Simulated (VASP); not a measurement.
# Ni (Fm-3m) in VASP: further runs, part 2 of 2

VASP 6.6.1. The steps go on from the part before.

**3. Single point, PBEsol, collinear spin, ferromagnetic start**

File INCAR:

```
PREC     = Accurate       # precision mode
ENCUT    = 520            # plane-wave cutoff, eV
EDIFF    = 1E-7           # SCF threshold, eV
ISMEAR   = -1             # smearing method
SIGMA    = 0.1            # smearing width, eV
LREAL    = False          # projectors in reciprocal space
LASPH    = True           # aspherical terms in the spheres
NELM     = 150            # most SCF steps
ALGO     = Normal         # electronic algorithm
ISIF     = 2              # what is computed and relaxed
LWAVE    = False          # write WAVECAR
LCHARG   = False          # write CHGCAR
ISPIN    = 2              # spin polarisation
MAGMOM   = 0.2 0.2        # initial moments
LORBIT   = 11             # projections on sites
LMAXMIX  = 4              # l up to which the mixer works
GGA      = PS             # functional
NBANDS   = 21             # bands
```

File KPOINTS:

```
Automatic mesh
0
Gamma
  7 14 14
```

File POSCAR:

```
Ni
1.0
    0.0000000000      3.5359000000      3.5359000000
    1.7679500000      0.0000000000      1.7679500000
    1.7679500000      1.7679500000      0.0000000000
Ni
2
Direct
    0.0000000000      0.0000000000      0.0000000000
    0.5000000000      0.0000000000      0.0000000000
```

Potentials or basis: VASP PAW PBE potentials, release 64 (Ni).

The run is started by

```console
$ cat potpaw_PBE.64/Ni/POTCAR > POTCAR
$ mpirun -np 1 vasp_std > vasp.out
```

OUTCAR:

```text
PREC = Accurate
   ENCUT = 520
   EDIFF = 1E-7
   ISMEAR = -1
   LREAL = False
   LASPH = True
   NELM = 150
   ISIF = 2
   ISPIN = 2
   LORBIT = 11
   GGA = PS

 ion  position               nearest neighbor table
   1  0.000  0.000  0.000-   2 2.50   2 2.50   2 2.50   2 2.50   2 2.50   2 2.50
   2  0.500  0.000  0.000-   1 2.50   1 2.50   1 2.50   1 2.50   1 2.50   1 2.50

  LATTYP: Found a trigonal (rhomboedric) cell.
 ALAT       =     4.3305753908
 COS(alpha) =     0.8333333333

  Lattice vectors:

 A1 = (   1.7679500000,  -1.7679500000,  -3.5359000000)
 A2 = (   3.5359000000,  -1.7679500000,  -1.7679500000)
 A3 = (   1.7679500000,  -3.5359000000,  -1.7679500000)

Analysis of symmetry for initial positions (statically):
=====================================================================
 Subroutine PRICEL returns following result:

  LATTYP: Found a face centered cubic cell.
 ALAT       =     3.5359000000
[... 12 lines left out ...]
 Subroutine GETGRP returns: Found 12 space group operations
 (whereof 12 operations were pure point group operations)
 out of a pool of 12 trial point group operations.
[... 802 lines left out ...]

 k-point     1 :       0.0000    0.0000    0.0000
  band No.  band energies     occupation
      1       0.0040      1.00000
      2       4.6154      1.00000
      3       7.2083      1.00000
      4       7.2083      1.00000
      5       7.2914      1.00000
      6       7.2914      1.00000
[... 565 lines left out ...]
     20      35.9627      0.00000
     21      36.8458      0.00000

 [... further k-points ...]
[... 5 lines left out ...]
  --------------------------------------------------------------------------------------
  -------------------------------------------------------------------------------------
  Total       -1.6360258     -1.6360258     -1.6360258      0.0000062     -0.0000062      0.0000062
  in kB     -118.5852853   -118.5852853   -118.5852853      0.0004505     -0.0004505      0.0004505
  external PRESSURE =    -118.5852853 kB  Pullay stress =       0.0000000 kB

 VOLUME and BASIS-vectors are now :
 -----------------------------------------------------------------------------
  energy-cutoff  :      520.00
  volume of cell :       22.10
      direct lattice vectors                 reciprocal lattice vectors
     0.000000000  3.535900000  3.535900000    -0.141406714  0.141406714  0.141406714
     1.767950000  0.000000000  1.767950000     0.282813428 -0.282813428  0.282813428
     1.767950000  1.767950000  0.000000000     0.282813428  0.282813428 -0.282813428

 POSITION                                       TOTAL-FORCE (eV/Angst)
 -----------------------------------------------------------------------------------
      0.00000      0.00000      0.00000         0.000000      0.000000      0.000000
      0.00000      1.76795      1.76795        -0.000000     -0.000000     -0.000000
 -----------------------------------------------------------------------------------
    total drift:                               -0.000000     -0.000000     -0.000000

  FREE ENERGIE OF THE ION-ELECTRON SYSTEM (eV)
  ---------------------------------------------------
  free  energy   TOTEN  =       -12.2714021185 eV

  energy  without entropy=      -12.1546941363  energy(sigma->0) =      -12.21304813

 total charge

# of ion       s       p       d       tot
------------------------------------------
    1        0.493   0.488   8.304   9.285
    2        0.493   0.488   8.304   9.285
--------------------------------------------------
tot          0.986   0.977  16.608  18.571

 magnetization (x)

# of ion       s       p       d       tot
------------------------------------------
    1       -0.007  -0.023   0.641   0.610
    2       -0.007  -0.023   0.641   0.610
--------------------------------------------------
tot         -0.013  -0.047   1.281   1.221
```

OSZICAR:

```text
N       E                     dE             d eps       ncg     rms          rms(c)
DAV:   1     0.959031915474E+02    0.95903E+02   -0.85090E+03 13008   0.130E+03
DAV:   2    -0.895303863719E+01   -0.10486E+03   -0.96651E+02 12401   0.234E+02
DAV:   3    -0.146045465130E+02   -0.56515E+01   -0.54250E+01 13853   0.626E+01
DAV:   4    -0.146810520420E+02   -0.76506E-01   -0.76431E-01 13725   0.678E+00
DAV:   5    -0.146834079316E+02   -0.23559E-02   -0.23557E-02 13913   0.118E+00    0.146E+01
DAV:   6    -0.131069346722E+02    0.15765E+01   -0.90523E+00 14194   0.630E+01    0.926E+00
DAV:   7    -0.122856089712E+02    0.82133E+00   -0.21592E+00 14114   0.261E+01    0.268E+00
DAV:   8    -0.122763829109E+02    0.92261E-02   -0.24089E-02 16054   0.219E+00    0.111E+00
DAV:   9    -0.122721161886E+02    0.42667E-02   -0.24413E-03 16574   0.600E-01    0.400E-01
DAV:  10    -0.122714303668E+02    0.68582E-03   -0.12307E-04 17025   0.140E-01    0.195E-01
DAV:  11    -0.122714333321E+02   -0.29653E-05   -0.15564E-04 17420   0.250E-01    0.499E-02
DAV:  12    -0.122714016460E+02    0.31686E-04   -0.17458E-05 16164   0.669E-02    0.194E-02
DAV:  13    -0.122714021572E+02   -0.51117E-06   -0.24141E-06 18395   0.276E-02    0.103E-02
DAV:  14    -0.122714021185E+02    0.38629E-07   -0.20749E-07 13067   0.584E-03
   1 F= -.12271402E+02 E0= -.12213048E+02  d E =-.116708E+00  mag=     1.2002
```

Wall time 2.1 min (1 thread of Intel Xeon Platinum 8259CL at 2.50GHz (Skylake/Cascade Lake), shared host); peak memory 0.22 GiB.

What came out:

* Free energy: -12.2714 eV
* Pressure: -11.9 GPa
* Net moment: 1.20 μB per cell
* Site moments: Ni +0.61 μB
* Valence electrons inside the program's atomic spheres: Ni 9.29

Caveat: the PAW data sets were made with another functional, which shifts forces and pressure a little.

**4. Single point, PBEsol, collinear spin, antiferromagnetic start**

File INCAR:

```
PREC     = Accurate       # precision mode
ENCUT    = 520            # plane-wave cutoff, eV
EDIFF    = 1E-6           # SCF threshold, eV
ISMEAR   = -1             # smearing method
SIGMA    = 0.1            # smearing width, eV
LREAL    = F              # projectors in reciprocal space
LASPH    = T              # aspherical terms in the spheres
NELM     = 150            # most SCF steps
ALGO     = Normal         # electronic algorithm
ISIF     = 2              # what is computed and relaxed
LWAVE    = F              # write WAVECAR
LCHARG   = T              # write CHGCAR
ISPIN    = 2              # spin polarisation
MAGMOM   = 0.8 -0.8       # initial moments
LORBIT   = 11             # projections on sites
LMAXMIX  = 4              # l up to which the mixer works
GGA      = PS             # functional
LELF     = T              # ELF
LVHAR    = T            
NBANDS   = 21             # bands
```

KPOINTS is that of step 3.

POSCAR is that of step 3.

The run is started by

```console
$ cat potpaw_PBE.64/Ni/POTCAR > POTCAR
$ mpirun -np 1 vasp_std > vasp.out
```

It took 2.5 min on 1 thread of Intel Xeon Platinum 8259CL at 2.50GHz (Skylake/Cascade Lake), shared host; peak memory 0.22 GiB.

It converged, with:

```
Free energy                                           : -12.2109 eV
Pressure                                              : -12.8 GPa
Band gap on the k mesh                                : zero (filled and empty bands overlap)
Net moment                                            : 0.00 μB per cell
Valence electrons inside the program's atomic spheres : Ni 9.29
```

Levels at points of the mesh, in eV from the Fermi level:
Spin up:
| k point | band 8 | band 9 | band 10 | band 11 | band 12 | band 13 |
| --- | --- | --- | --- | --- | --- | --- |
| (0.00, 0.00, 0.00) | -0.75 | -0.75 | -0.16 | -0.03 | -0.03 | 5.92 |
| (0.00, 0.50, 0.00) | -0.03 | -0.03 | 0.14 | 0.14 | 2.55 | 5.92 |
Spin down:
| k point | band 8 | band 9 | band 10 | band 11 | band 12 | band 13 |
| --- | --- | --- | --- | --- | --- | --- |
| (0.00, 0.00, 0.00) | -0.75 | -0.75 | -0.16 | -0.03 | -0.03 | 5.92 |
| (0.00, 0.50, 0.00) | -0.03 | -0.03 | 0.14 | 0.14 | 2.55 | 5.92 |

Caveat: the PAW data sets were made with another functional, which shifts forces and pressure a little.
